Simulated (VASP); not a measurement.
Runs of VASP 6.6.1 on CdTe. The structure is that of space group F-43m (No. 216), or close to it. The cells are those of the table. 

```tsv
level	cell	gap on the mesh (eV)	pressure (GPa)
r2SCAN	a = 4.638 Å, angles 60.0°, 2 atoms	1.15	0.1
PBE	a = 4.638 Å, angles 60.0°, 2 atoms	0.66	1.1
PBE	a = 4.680 Å, angles 60.0°, 2 atoms	0.58	0.1
PBE	a = 4.726 Å, angles 60.0°, 2 atoms	(b)	-0.9
PBE	a = 4.771 Å, angles 60.0°, 2 atoms	(a)	-1.7
```

Alike in all rows: task single point; potentials or basis VASP PAW PBE potentials, release 64 (Cd, Te); no spin polarisation; k mesh 6 × 6 × 6; cutoff (eV) 520; smearing gaussian 0.01 eV.

Q: Fill in the values left out.

A: (a) 0.41; (b) 0.49.

Caveats: spin-orbit coupling is left out, which moves the levels of the heavy elements; the PAW data sets were made with another functional, which shifts forces and pressure a little (some runs).

A k mesh can miss the band edges, and the runs leave out spin-orbit coupling on Cd, Te.
